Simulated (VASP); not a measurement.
Au: single point with r2SCAN

Au:

```
CELL_PARAMETERS angstrom
0.00000 2.08558 2.08558
2.08558 0.00000 2.08558
2.08558 2.08558 0.00000
ATOMIC_POSITIONS crystal
Au 0.00000 0.00000 0.00000
```

| Quantity | Value |
| --- | --- |
| Program | VASP 6.6.1 |
| Task | single point |
| Functional | r2SCAN |
| Potentials or basis | VASP PAW PBE potentials, release 64 (Au) |
| Cutoff | 520 eV |
| k mesh | 14 × 14 × 14 |
| Occupations | fermi-dirac, width 0.1 eV |
| Spin | no spin polarisation |

```json
{
  "Pressure": "-4.4 GPa",
  "Band gap on the k mesh": "zero (an odd number of electrons rules out a gap without spin polarisation)"
}
```

Levels at points of the mesh, in eV from the Fermi level:
| k point | band 4 | band 5 | band 6 | band 7 | band 8 | band 9 |
| --- | --- | --- | --- | --- | --- | --- |
| (0.00, 0.00, 0.00) | -4.58 | -3.21 | -3.21 | 15.42 | 19.12 | 19.12 |
| (0.50, 0.00, 0.00) | -2.09 | -2.09 | -0.47 | 2.87 | 14.88 | 17.45 |
| (0.50, 0.50, 0.00) | -1.79 | -1.79 | 1.41 | 5.53 | 10.36 | 10.36 |

It took 70 s on 1 thread of Intel(R) Xeon(R) Platinum 8488C (Sapphire Rapids), with other jobs on the host, peak memory 0.16 GiB.

Caveat: the cell stands under tension; the PAW data sets were made with another functional, which shifts forces and pressure a little; spin-orbit coupling is left out, which moves the levels of the heavy elements.
